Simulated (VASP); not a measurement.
A run of VASP 6.6.1:

The input POSCAR:

```
NbTe
1.0
    3.7029743866      0.0000000000      0.0000000000
   -1.8514871933      3.2068698884      0.0000000000
    0.0000000000      0.0000000000      3.6942110000
Nb Te
1 1
Direct
    0.0000000000      0.0000000000      0.5000000000
    0.6666666667      0.3333333333      0.0000000000
```

INCAR.step1

```
SYSTEM = NbTe
PREC     = Accurate       ! precision mode
ENCUT    = 520            ! plane-wave cutoff, eV
ISMEAR   = 0              ! smearing method
SIGMA    = 0.15           ! smearing width, eV
LREAL    = .False.        ! projectors in reciprocal space
LASPH    = .True.         ! aspherical terms in the spheres
NELM     = 100            ! most SCF steps
NBANDS   = 16             ! bands
GGA      = PE             ! functional
ALGO     = Normal         ! electronic algorithm
EDIFF    = 1E-4           ! SCF threshold, eV
LWAVE    = .True.         ! write WAVECAR
LCHARG   = .False.        ! write CHGCAR
```

File INCAR.step2:

```
SYSTEM = NbTe
PREC     = Accurate       ! precision mode
ENCUT    = 520            ! plane-wave cutoff, eV
EDIFF    = 1E-6           ! SCF threshold, eV
ISMEAR   = 0              ! smearing method
SIGMA    = 0.15           ! smearing width, eV
LREAL    = .False.        ! projectors in reciprocal space
LASPH    = .True.         ! aspherical terms in the spheres
NELM     = 100            ! most SCF steps
ALGO     = Normal         ! electronic algorithm
ISIF     = 2              ! what is computed and relaxed
LWAVE    = .False.        ! write WAVECAR
LCHARG   = .False.        ! write CHGCAR
METAGGA  = R2SCAN         ! meta-GGA
LMIXTAU  = .True.       
NBANDS   = 16             ! bands
ISTART   = 1
```

The input KPOINTS:

```
Automatic mesh
0
Gamma
  15 15 14
  0 0 0
```

Potentials or basis: VASP PAW PBE potentials, release 64 (Nb_sv, Te).

Command:

```bash
$ cat potpaw_PBE.64/Nb_sv/POTCAR potpaw_PBE.64/Te/POTCAR > POTCAR
$ cp INCAR.step1 INCAR
$ mpirun -np 1 vasp_std > vasp.out
$ cp INCAR.step2 INCAR
$ mpirun -np 1 vasp_std > vasp.out
```

Hardware: 1 thread of Intel(R) Xeon(R) 6975P-C (Granite Rapids), with other jobs on the host.

Task: How long does it take, and how much memory?

Result: Run time: 5 min on 1 thread of Intel(R) Xeon(R) 6975P-C (Granite Rapids), with other jobs on the host, peak memory 0.29 GiB. Counts: k points 216.
